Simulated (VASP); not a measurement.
**Li3Sc: single point with PBE**

Li3Sc:

```xyz
4
Lattice="4.3459 0.0000 0.0000 0.0000 4.3459 0.0000 0.0000 0.0000 4.3459" Properties=species:S:1:pos:R:3 pbc="T T T"
Li    0.0000    2.1729    2.1729
Li    2.1729    0.0000    2.1729
Li    2.1729    2.1729    0.0000
Sc    0.0000    0.0000    0.0000
```

```yaml
Program: VASP 6.6.1
Task: single point
Functional: PBE
Potentials_or_basis: VASP PAW PBE potentials, release 64 (Li_sv, Sc_sv)
Cutoff: 520 eV
k_mesh: 4 × 4 × 4
Occupations: gaussian, width 0.1 eV
Spin: no spin polarisation
```

* Band gap on the k mesh: zero (bands 10 and 11 overlap by 0.58 eV)

Levels at points of the mesh, in eV from the Fermi level:
| k point | band 8 | band 9 | band 10 | band 11 | band 12 | band 13 |
| --- | --- | --- | --- | --- | --- | --- |
| (0.00, 0.00, 0.00) | -4.04 | 0.11 | 0.11 | 1.41 | 1.41 | 1.41 |
| (0.50, 0.00, 0.00) | -2.78 | -1.92 | 0.03 | 0.48 | 0.48 | 1.47 |
| (0.50, 0.50, 0.00) | -1.60 | -1.26 | -0.47 | -0.47 | 0.77 | 0.77 |
| (0.50, 0.50, 0.50) | 0.04 | 0.04 | 0.04 | 0.09 | 0.09 | 0.09 |

Wall time 6.2 s on 1 thread of Intel(R) Xeon(R) 6975P-C (Granite Rapids), on a shared host, peak memory 0.16 GiB.

Caveat: the k points lie up to 0.36 Å⁻¹ apart, too coarse for converged energies and pressures of a metal.
